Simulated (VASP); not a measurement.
**W: single point with LDA**

W, a slab with vacuum:

```
CELL_PARAMETERS angstrom
3.13487 0.00000 0.00000
0.00000 3.13487 0.00000
0.00000 0.00000 22.26970
ATOMIC_POSITIONS crystal
W 0.00000 0.00000 0.35923
W 0.50000 0.50000 0.42962
W 0.00000 0.00000 0.50000
W 0.50000 0.50000 0.57038
W 0.00000 0.00000 0.64077
```

```yaml
Program: VASP 6.6.1
Task: single point
Functional: LDA
Potentials_or_basis: VASP PAW LDA potentials, release 64 (W_sv)
Cutoff: 520 eV
k_mesh: 12 × 12 × 1
Occupations: fermi-dirac, width 0.1 eV
Spin: no spin polarisation
Dipole_correction: yes
Further_INCAR_settings: ALGO = Normal; EDIFF = 1e-06; NBANDS = 43
```

- Largest force: 1.656 eV/Å
- Band gap on the k mesh: zero (bands 35 and 36 overlap by 2.20 eV)

Forces in eV/Å, atoms in the order of the input:
```
W    0.000  0.000  1.656
W    0.000  0.000 -1.589
W    0.000  0.000  0.000
W    0.000  0.000  1.589
W    0.000  0.000 -1.656
```

Levels at points of the mesh, in eV from the Fermi level:
| k point | band 32 | band 33 | band 34 | band 35 | band 36 | band 37 | band 38 | band 39 |
| --- | --- | --- | --- | --- | --- | --- | --- | --- |
| (0.00, 0.00, 0.00) | -0.73 | -0.73 | -0.38 | -0.36 | -0.26 | 0.15 | 0.15 | 0.36 |
| (0.50, 0.00, 0.00) | -1.24 | -1.02 | -0.21 | -0.12 | 0.07 | 0.85 | 1.31 | 1.45 |
| (0.50, 0.50, 0.00) | -0.79 | -0.79 | 1.82 | 1.93 | 1.93 | 2.01 | 2.58 | 2.58 |

Wall time 8.6 min on 1 thread of Oxide Virtual Turin-like Processor, on a shared host, peak memory 0.31 GiB.

Caveat: spin-orbit coupling is left out, which moves the levels of the heavy elements.
